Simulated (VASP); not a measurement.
Input of a VASP 6.6.1 run:

File INCAR:

```
  PREC = Accurate
  ENCUT = 520
  EDIFF = 1E-7
  ISMEAR = 0
  SIGMA = 0.1
  LREAL = False
  LASPH = True
  NELM = 120
  ALGO = Normal
  ISIF = 2
  LWAVE = False
  LCHARG = False
  LDIPOL = True
  IDIPOL = 3
  DIPOL = 0.5 0.5 0.346
  GGA = PE
  IBRION = 2
  NSW = 36
  EDIFFG = -0.025
  GGA_COMPAT = False
  NELMIN = 4
  NELMDL = -8
  KPAR = 4
```

Contents of KPOINTS:

```
regular mesh
0
Gamma
  6 6 1
```

POSCAR

```
Ti16O
1.0
    5.8763264167      0.0000000000      0.0000000000
   -2.9381632084      5.0890479578      0.0000000000
    0.0000000000      0.0000000000     22.4042085313
Ti O
16 1
Selective dynamics
Direct
    0.3333333333      0.1666666667      0.1785378847  F F F
    0.3333333333      0.6666666667      0.1785378847  F F F
    0.8333333333      0.1666666667      0.1785378847  F F F
    0.8333333333      0.6666666667      0.1785378847  F F F
    0.1666666667      0.3333333333      0.2823234171  F F F
    0.1666666667      0.8333333333      0.2823234171  F F F
    0.6666666667      0.3333333333      0.2823234171  F F F
    0.6666666667      0.8333333333      0.2823234171  F F F
    0.3333333333      0.1666666667      0.3901740107  F F F
    0.3333333333      0.6666666667      0.3901740107  F F F
    0.8333333333      0.1666666667      0.3901740107  F F F
    0.8333333333      0.6666666667      0.3901740107  F F F
    0.1666666667      0.3333333333      0.4867035814  F F F
    0.1666666667      0.8333333333      0.4867035814  F F F
    0.6666666667      0.3333333333      0.4867035814  F F F
    0.6666666667      0.8333333333      0.4867035814  F F F
    0.5000000000      0.5000000000      0.5313380526  F F T
```

Potentials or basis: VASP PAW PBE potentials, release 64 (Ti_sv, O).

Command:

```sh
$ cat potpaw_PBE.64/Ti_sv/POTCAR potpaw_PBE.64/O/POTCAR > POTCAR
$ mpirun -np 4 vasp_std > vasp.out
```

**Question.** Predict the band gap on the k mesh.

**Answer.** Zero (bands 99 and 100 overlap by 0.79 eV).

**Question.** Predict the energy gained by relaxing.

**Answer.** 0.5 meV/atom.

Step by step:
| step | energy change (eV) | largest force on free atoms (eV/Å) | pressure (GPa) |
| --- | --- | --- | --- |
| 1 | 0.0000 | 0.4295 | -0.87 |
| 2 | -0.0064 | 0.1886 | -0.81 |
| 3 | -0.0079 | 0.0043 | -0.76 |
